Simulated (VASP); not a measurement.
# Pt (P6_3/mmc) in VASP: notebook

Pt is run at these levels: LDA; tasks: single point.

All numbers are computed with VASP 6.6.1; they aren't measurements. Logs are shortened: lines on timing, memory, paths and dates and some standing lists are left out, and cuts for length are marked.

## Step 1: The cell of the first run

It takes space group P6_3/mmc (No. 194, hexagonal). The conventional cell has a = 2.708 Å, b = 2.708 Å, c = 4.677 Å, α = 90.00°, β = 90.00°, γ = 120.00°. Within 3.6 Å of Pt (site symmetry -6m2) lie 12 Pt at 2.71 to 2.81 Å.

This isn't the form of Pt at room conditions, which is fcc.

## Step 2: Single point, LDA, collinear spin (14.85 Å³/atom)

File INCAR:

```
ALGO = Fast
EDIFF = 1E-7
ENCUT = 520
GGA = CA
ISIF = 2
ISMEAR = 0
ISPIN = 2
LASPH = T
LCHARG = F
LMAXMIX = 4
LORBIT = 11
LREAL = F
LWAVE = F
MAGMOM = 0.05 0.05
NBANDS = 21
NELM = 150
NUPDOWN = 0.1
PREC = Accurate
SIGMA = 0.15
```

File KPOINTS:

```
k-points
0
Gamma
  21 21 10
```

File POSCAR:

```
Pt
1.0
    2.7082945876      0.0000000000      0.0000000000
   -1.3541472938      2.3454519138      0.0000000000
    0.0000000000      0.0000000000      4.6765103647
Pt
2
Direct
    0.6666666667      0.3333333333      0.7500000000
    0.3333333333      0.6666666667      0.2500000000
```

Potentials or basis: VASP PAW LDA potentials, release 64 (Pt).

Command:

```bash
cat potpaw_LDA.64/Pt/POTCAR > POTCAR
mpirun -np 1 vasp_std > vasp.out
```

OUTCAR:

```text
EDIFF = 1E-7
   ENCUT = 520
   GGA = CA
   ISIF = 2
   ISMEAR = 0
   ISPIN = 2
   LASPH = T
   LORBIT = 11
   LREAL = F
   NELM = 150
   NUPDOWN = 0.1
   PREC = Accurate

 ion  position               nearest neighbor table
   1  0.667  0.333  0.750-   2 2.81   2 2.81   2 2.81   2 2.81   2 2.81   2 2.81
   2  0.333  0.667  0.250-   1 2.81   1 2.81   1 2.81   1 2.81   1 2.81   1 2.81

  LATTYP: Found a hexagonal cell.
 ALAT       =     2.7082945876
 C/A-ratio  =     1.7267362222

  Lattice vectors:

 A1 = (   2.7082945876,   0.0000000000,   0.0000000000)
 A2 = (  -1.3541472938,   2.3454519138,   0.0000000000)
 A3 = (   0.0000000000,   0.0000000000,   4.6765103647)

Analysis of symmetry for initial positions (statically):
=====================================================================
 Subroutine PRICEL returns:
 Original cell was already a primitive cell.

 Routine SETGRP: Setting up the symmetry group for a
 hexagonal supercell.

 Subroutine GETGRP returns: Found 24 space group operations
 (whereof 12 operations were pure point group operations)
 out of a pool of 24 trial point group operations.

The static configuration has the point symmetry D_3d.
 The point group associated with its full space group is D_6h.

Analysis of symmetry for dynamics (positions and initial velocities):
=====================================================================
 Subroutine PRICEL returns:
 Original cell was already a primitive cell.

 Routine SETGRP: Setting up the symmetry group for a
 hexagonal supercell.

 Subroutine GETGRP returns: Found 24 space group operations
 (whereof 12 operations were pure point group operations)
 out of a pool of 24 trial point group operations.

The dynamic configuration has the point symmetry D_3d.
 The point group associated with its full space group is D_6h.

Analysis of structural, dynamic, and magnetic symmetry:
=====================================================================
 Subroutine PRICEL returns:
 Original cell was already a primitive cell.

 Routine SETGRP: Setting up the symmetry group for a
 hexagonal supercell.

 Subroutine GETGRP returns: Found 24 space group operations
 (whereof 12 operations were pure point group operations)
 out of a pool of 24 trial point group operations.

The overall configuration has the point symmetry D_3d.
 The point group associated with its full space group is D_6h.

 Subroutine INISYM returns: Found 24 space group operations
 (whereof 12 operations are pure point group operations),
 and found     1 'primitive' translations

----------------------------------------------------------------------------------------

                                     Primitive cell

  volume of cell :      29.7060

  direct lattice vectors                    reciprocal lattice vectors
     2.708294588  0.000000000  0.000000000     0.369236052  0.213178534  0.000000000
    -1.354147294  2.345451914  0.000000000     0.000000000  0.426357068  0.000000000
     0.000000000  0.000000000  4.676510365     0.000000000  0.000000000  0.213834659

  length of vectors
     2.708294588  2.708294588  4.676510365     0.426357068  0.426357068  0.213834659

  position of ions in fractional coordinates (direct lattice)
     0.666666667  0.333333333  0.750000000
     0.333333333  0.666666667  0.250000000

  ion indices of the primitive-cell ions
   primitive index   ion index
                 1           1
                 2           2

----------------------------------------------------------------------------------------

 KPOINTS: k-points

Automatic generation of k-mesh.
 Grid dimensions read from file:
 generate k-points for:   21   21   10

 Generating k-lattice:

  Cartesian coordinates                     Fractional coordinates (reciprocal lattice)
     0.017582669  0.010151359  0.000000000     0.047619048 -0.000000000  0.000000000
     0.000000000  0.020302718  0.000000000     0.000000000  0.047619048  0.000000000
     0.000000000  0.000000000  0.021383466     0.000000000  0.000000000  0.100000000

  Length of vectors
     0.020302718  0.020302718  0.021383466

  Shift w.r.t. Gamma in fractional coordinates (k-lattice)
     0.000000000  0.000000000  0.000000000

 Subroutine IBZKPT returns following result:
 ===========================================

 Found    288 irreducible k-points:

 Following reciprocal coordinates:
            Coordinates               Weight
  0.000000  0.000000  0.000000      1.000000
  0.047619  0.000000  0.000000      6.000000
  0.095238  0.000000  0.000000      6.000000
  0.142857  0.000000  0.000000      6.000000
  0.190476  0.000000  0.000000      6.000000
  0.238095  0.000000  0.000000      6.000000
[... 16 lines left out ...]
  0.142857  0.095238  0.000000     12.000000
  0.190476  0.095238  0.000000     12.000000
 [... further k-points ...]
   k-points           NKPTS =    288   k-points in BZ     NKDIM =    288   number of bands    NBANDS=     21
   number of dos      NEDOS =    301   number of ions     NIONS =      2
   total plane-waves  NPLWV =  14400
   dimension x,y,z NGX =    20 NGY =   20 NGZ =   36
   dimension x,y,z NGXF=    40 NGYF=   40 NGZF=   72
   ions per type =               2
   NGX,Y,Z   is equivalent  to a cutoff of  12.28, 12.28, 12.80 a.u.
   NGXF,Y,Z  is equivalent  to a cutoff of  24.55, 24.55, 25.60 a.u.
 SYSTEM =  unknown system
   PREC   = accura    normal or accurate (medium, high low for compatibility)
   ISTART =      0    job   : 0-new  1-cont  2-samecut
   ICHARG =      2    charge: 1-file 2-atom 10-const
   ISPIN  =      2    spin polarized calculation?
   LNONCOLLINEAR =      F non collinear calculations
   LSORBIT =      F    spin-orbit coupling
   LASPH  =      T    aspherical Exc in radial PAW
   ENCUT  =  520.0 eV  38.22 Ry    6.18 a.u.   5.04  5.04  8.70*2*pi/ulx,y,z
   NELM   =    150;   NELMIN=  2; NELMDL= -5     # of ELM steps
   EDIFF  = 0.1E-06   stopping-criterion for ELM
   LREAL  =      F    real-space projection
   EDIFFG = 0.1E-05   stopping-criterion for IOM
   NSW    =      0    number of steps for IOM
   IBRION =     -1    ionic relax: 0-MD 1-quasi-New 2-CG
   NFREE  =      0    steps in history (QN), initial steepest desc. (CG)
   ISIF   =      2    stress and relaxation
   ISYM   =      2    0-nonsym 1-usesym 2-fastsym
   POTIM  = 0.5000    time-step for ionic-motion
   TEBEG  =    0.0;   TEEND  =   0.0 temperature during run
   PSTRESS=    0.0 pullay stress
   NELECT =      20.0000    total number of electrons
   NUPDOWN=       0.1000    fix difference up-down
   EMIN   =  10.00;   EMAX   =-10.00  energy-range for DOS
   EFERMI =   0.00;   METHOD = LEGACY
   ISMEAR =     0;   SIGMA  =   0.15  broadening in eV -4-tet -1-fermi 0-gaus
   EFERMI_NEDOS =   21; number of points for ismear=-14 and -15
   IALGO  =     68    algorithm
   IMIX   =      4    mixing-type and parameters
     AMIX     =   0.40;   BMIX     =  1.00
     AMIX_MAG =   1.60;   BMIX_MAG =  1.00
  volume/ion in A,a.u.               =      14.85       100.23
  Fermi-wavevector in a.u.,A,eV,Ry     =   1.434840  2.711454 28.011198  2.058765
  Thomas-Fermi vector in A             =   2.554204
   LORBIT       =     11    0 simple, 1 ext, 2 COOP (PROOUT), +10 PAW based schemes
   GGA     = CA    functional components
   LHFCALC =     F    Hartree Fock is set to
   AEXX    =    0.0000 exact exchange contribution
   IVDW    =     0    specifies the selected vdW correction
   LEPSILON=     F    determine dielectric tensor
   LRPA    =     F    only Hartree local field effects (RPA)
 spin polarized calculation
 RMM-DIIS sequential band-by-band and
 Gauss-broadening in eV      SIGMA  =   0.15
  energy-cutoff  :      520.00
  volume of cell :       29.71
 maximum number of plane-waves:       825
   NGX = 11   NGY = 11   NGZ = 17

 number of electron      20.0000001 magnetization       0.1000000

 Free energy of the ion-electron system (eV)
  ---------------------------------------------------
  ext. energy  EPLUGINS =         0.00000000
  ---------------------------------------------------
  free energy    TOTEN  =       -14.89879500 eV

  energy without entropy =      -14.85771610  energy(sigma->0) =      -14.87825555

 E-fermi :  11.4006     XC(G=0): -13.7718

 val. band max:       11.4245601421   @ k =   0.1429   0.0476   0.4000
 cond. band min:      11.4010519011   @ k =   0.4286   0.0952   0.0000
 fundamental gap:     -0.0235082409
 Fermi energy:        11.4247801328

 spin component 1

 k-point     1 :       0.0000    0.0000    0.0000
  band No.  band energies     occupation
      1       1.0118      1.00000
      2       3.7113      1.00000
      3       7.0579      1.00000
      4       7.6054      1.00000
      5       7.6054      1.00000
      6       8.0218      1.00000
[... 13 lines left out ...]
     20      33.9821      0.00000
     21      35.4838      0.00000
[... 529 lines left out ...]
 k-point    24 :       0.1905    0.0952    0.0000
  band No.  band energies     occupation
      1       3.1436      1.00000
      2       5.2362      1.00000
      3       6.4820      1.00000
      4       6.6691      1.00000
      5       7.2529      1.00000
      6       8.0707      1.00000
[... 13 lines left out ...]
     20      32.9950      0.00000
     21      33.9116      0.00000

 [... further k-points ...]

 spin component 2

 k-point     1 :       0.0000    0.0000    0.0000
  band No.  band energies     occupation
      1       1.0227      1.00000
      2       3.7308      1.00000
      3       7.0869      1.00000
      4       7.6319      1.00000
      5       7.6319      1.00000
      6       8.0490      1.00000
[... 13 lines left out ...]
     20      33.9938      0.00000
     21      35.4921      0.00000
[... 529 lines left out ...]
 k-point    24 :       0.1905    0.0952    0.0000
  band No.  band energies     occupation
      1       3.1553      1.00000
      2       5.2583      1.00000
      3       6.5060      1.00000
      4       6.6900      1.00000
      5       7.2782      1.00000
      6       8.0968      1.00000
[... 13 lines left out ...]
     20      33.0081      0.00000
     21      33.9264      0.00000

 [... further k-points ...]
[... 5 lines left out ...]
  --------------------------------------------------------------------------------------
  -------------------------------------------------------------------------------------
  Total        0.2501450      0.2501450      0.0192516      0.0000000      0.0000000      0.0000000
  in kB       13.4914328     13.4914328      1.0383234      0.0000000      0.0000000      0.0000000
  external PRESSURE =       9.3403963 kB  Pullay stress =       0.0000000 kB

 VOLUME and BASIS-vectors are now :
 -----------------------------------------------------------------------------
  energy-cutoff  :      520.00
  volume of cell :       29.71
      direct lattice vectors                 reciprocal lattice vectors
     2.708294588  0.000000000  0.000000000     0.369236052  0.213178534  0.000000000
    -1.354147294  2.345451914  0.000000000     0.000000000  0.426357068  0.000000000
     0.000000000  0.000000000  4.676510365     0.000000000  0.000000000  0.213834659

 POSITION                                       TOTAL-FORCE (eV/Angst)
 -----------------------------------------------------------------------------------
      1.35415      0.78182      3.50738        -0.000000      0.000000      0.000000
     -0.00000      1.56363      1.16913         0.000000     -0.000000      0.000000
 -----------------------------------------------------------------------------------
    total drift:                               -0.000000      0.000000     -0.000000

  FREE ENERGIE OF THE ION-ELECTRON SYSTEM (eV)
  ---------------------------------------------------
  free  energy   TOTEN  =       -14.8987949980 eV

  energy  without entropy=      -14.8577160989  energy(sigma->0) =      -14.87825555

 total charge

# of ion       s       p       d       tot
------------------------------------------
    1        0.651   0.633   8.071   9.355
    2        0.651   0.633   8.071   9.355
--------------------------------------------------
tot          1.301   1.266  16.142  18.710

 magnetization (x)

# of ion       s       p       d       tot
------------------------------------------
    1        0.000   0.000   0.049   0.049
    2        0.000   0.000   0.049   0.049
--------------------------------------------------
tot          0.001   0.000   0.097   0.098
```

Wall time 2.7 min (1 thread of AMD EPYC 9R45 (Zen 5), shared host); peak memory 0.29 GiB.

What came out:

```
Free energy                                           : -14.8988 eV
Pressure                                              : 0.9 GPa
Net moment                                            : 0.10 μB per cell
Site moments                                          : Pt +0.05 μB
Valence electrons inside the program's atomic spheres : Pt 9.36
```

Caveat: spin-orbit coupling is left out, which moves the levels of the heavy elements; the total moment is fixed, so each spin has its own Fermi level.

## Step 3: Single point, LDA, collinear spin (17.53 Å³/atom)

This run uses another cell than the first one, of 17.53 Å³/atom.

File INCAR:

```
SYSTEM = Pt
PREC     = Accurate       ! precision mode
ENCUT    = 520            ! plane-wave cutoff, eV
EDIFF    = 1E-7           ! SCF threshold, eV
ISMEAR   = 0              ! smearing method
SIGMA    = 0.15           ! smearing width, eV
LREAL    = .False.        ! projectors in reciprocal space
LASPH    = .True.         ! aspherical terms in the spheres
NELM     = 150            ! most SCF steps
ALGO     = Normal         ! electronic algorithm
ISIF     = 2              ! what is computed and relaxed
LWAVE    = .False.        ! write WAVECAR
LCHARG   = .False.        ! write CHGCAR
ISPIN    = 2              ! spin polarisation
MAGMOM   = 0.05 0.05      ! initial moments
LORBIT   = 11             ! projections on sites
NUPDOWN  = 0.1            ! fixed moment
LMAXMIX  = 4              ! l up to which the mixer works
NBANDS   = 21             ! bands
```

File KPOINTS:

```
regular mesh
0
Gamma
  21 21 10
  0 0 0
```

File POSCAR:

```
Pt
1.0
    2.8619386323      0.0000000000      0.0000000000
   -1.4309693161      2.4785115596      0.0000000000
    0.0000000000      0.0000000000      4.9418131020
Pt
2
Direct
    0.6666666667      0.3333333333      0.7500000000
    0.3333333333      0.6666666667      0.2500000000
```

Potentials or basis: VASP PAW LDA potentials, release 64 (Pt).

Command:

```bash
cat potpaw_LDA.64/Pt/POTCAR > POTCAR
mpirun -np 1 vasp_std > vasp.out
```

Wall time 8 min (1 thread of Intel Xeon 8259CL, shared host); peak memory 0.38 GiB.

Results (log left out):

| Item | Value |
| --- | --- |
| Free energy | -14.2883 eV |
| Pressure | -31.4 GPa |
| Net moment | 0.10 μB per cell |
| Site moments | Pt +0.05 μB |
| Valence electrons inside the program's atomic spheres | Pt 8.97 |

Stress tensor (GPa, compression positive):
```
-32.42   0.00   0.00
  0.00 -32.42   0.00
  0.00   0.00 -29.43
```

Caveat: the cell stands under tension; spin-orbit coupling is left out, which moves the levels of the heavy elements; the total moment is fixed, so each spin has its own Fermi level.

## Step 4: Single point, LDA, collinear spin (13.52 Å³/atom)

This run uses another cell than the first one, of 13.52 Å³/atom.

File INCAR:

```
SYSTEM = Pt
ALGO = Normal
EDIFF = 1E-6
ENCUT = 520
ISIF = 2
ISMEAR = 0
ISPIN = 2
LASPH = .TRUE.
LCHARG = .FALSE.
LMAXMIX = 4
LORBIT = 11
LREAL = .FALSE.
LWAVE = .FALSE.
MAGMOM = 0.3 0.3
NBANDS = 21
NELM = 150
NUPDOWN = 0.6
PREC = Accurate
SIGMA = 0.15
```

File KPOINTS:

```
k-points
0
G
  21 21 10
  0 0 0
```

File POSCAR:

```
Pt
1.0
    2.6244633715      0.0000000000      0.0000000000
   -1.3122316858      2.2728519510      0.0000000000
    0.0000000000      0.0000000000      4.5317559673
Pt
2
Direct
    0.6666666667      0.3333333333      0.7500000000
    0.3333333333      0.6666666667      0.2500000000
```

Command:

```bash
cat potpaw_LDA.64/Pt/POTCAR > POTCAR
mpirun -np 1 vasp_std > vasp.out
```

Wall time 2.4 min (1 thread of AMD EPYC 9R45 (Zen 5), shared host); peak memory 0.28 GiB.

It converged, with:

```yaml
Free_energy: -14.5694 eV
Pressure: 38.6 GPa
Net_moment: 0.60 μB per cell
Site_moments: Pt +0.29 μB
Valence_electrons_inside_the_program's_atomic_spheres: Pt 9.65
```

Stress tensor (GPa, compression positive):
```
41.18  0.00  0.00
 0.00 41.18  0.00
 0.00  0.00 33.42
```

Caveat: the cell stands under pressure; spin-orbit coupling is left out, which moves the levels of the heavy elements; the total moment is fixed, so each spin has its own Fermi level.

## Step 5: Single point, LDA, collinear spin (13.52 Å³/atom)

This run uses another cell than the first one, of 13.52 Å³/atom.

File INCAR:

```
  PREC = Accurate
  ENCUT = 520
  EDIFF = 1E-7
  ISMEAR = 0
  SIGMA = 0.15
  LREAL = F
  LASPH = T
  NELM = 150
  ALGO = Fast
  ISIF = 2
  LWAVE = F
  LCHARG = F
  ISPIN = 2
  MAGMOM = 0.1 0.1
  LORBIT = 11
  NUPDOWN = 0.2
  LMAXMIX = 4
  GGA = CA
  NBANDS = 21
```

File KPOINTS:

```
regular mesh
0
Gamma
  21 21 10
```

POSCAR is that of step 4.

Command:

```bash
cat potpaw_LDA.64/Pt/POTCAR > POTCAR
mpirun -np 1 vasp_std > vasp.out
```

Run time: 2.9 min. Hardware: 1 thread of AMD EPYC 9R45 (Zen 5), shared host; peak memory 0.28 GiB.

Results (log left out):

```yaml
Free_energy: -14.5978 eV
Pressure: 38.1 GPa
Net_moment: 0.20 μB per cell
Site_moments: Pt +0.10 μB
Valence_electrons_inside_the_program's_atomic_spheres: Pt 9.65
```

Stress tensor (GPa, compression positive):
```
40.05  0.00  0.00
 0.00 40.05  0.00
 0.00  0.00 34.15
```

Caveat: the cell stands under pressure; spin-orbit coupling is left out, which moves the levels of the heavy elements; the total moment is fixed, so each spin has its own Fermi level.

## Step 6: Overview

| fixed moment (μB) | cell | pressure (GPa) | moment (μB) |
| --- | --- | --- | --- |
| 0.1 | a = 2.708, b = 2.708, c = 4.677 Å, angles 90.0, 90.0, 120.0°, 2 atoms | 0.9 | 0.10 |
| 0.1 | a = 2.862, b = 2.862, c = 4.942 Å, angles 90.0, 90.0, 120.0°, 2 atoms | -31.4 | 0.10 |
| 0.6 | a = 2.624, b = 2.624, c = 4.532 Å, angles 90.0, 90.0, 120.0°, 2 atoms | 38.6 | 0.60 |
| 0.2 | a = 2.624, b = 2.624, c = 4.532 Å, angles 90.0, 90.0, 120.0°, 2 atoms | 38.1 | 0.20 |

Alike in all rows: task single point; level LDA; potentials or basis VASP PAW LDA potentials, release 64 (Pt); spin collinear; k mesh 21 × 21 × 10; cutoff (eV) 520; smearing gaussian 0.15 eV.

Caveats: spin-orbit coupling is left out, which moves the levels of the heavy elements; the total moment is fixed, so each spin has its own Fermi level; the cell stands under pressure (at least some runs); the cell stands under tension (at least some runs).

Total energies depend on the potentials used, so only differences within one code and one set of settings carry meaning.
